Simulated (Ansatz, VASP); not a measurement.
LaSb: VASP beside Ansatz

```
La Sb
1.0
     0.00000    3.20114    3.20114
     3.20114    0.00000    3.20114
     3.20114    3.20114    0.00000
La Sb
1 1
Direct
  0.00000 0.00000 0.00000
  0.50000 0.50000 0.50000
```

Change from the starting cell: volume scaled by 0.96.

Alike in both runs: task single point; functional PBEsol; k mesh 10 × 10 × 10; occupations fermi-dirac, width 0.05 eV; no spin polarisation.

|  | VASP | Ansatz |
| --- | --- | --- |
| version | VASP 6.6.1 | Ansatz 0.2.0 |
| potentials or method | VASP PAW PBE potentials, release 64 (La, Sb), cutoff 520 eV | all-electron LAPW, scalar-relativistic |

|  | VASP | Ansatz | Ansatz less VASP |
| --- | --- | --- | --- |
| pressure (GPa) | 1.4 | 1.4 | +0.05 |

VASP's potentials were made for PBE, not for PBEsol. Ansatz ran all-electron here, and VASP with PAW potentials.

Spin-orbit coupling is off throughout.
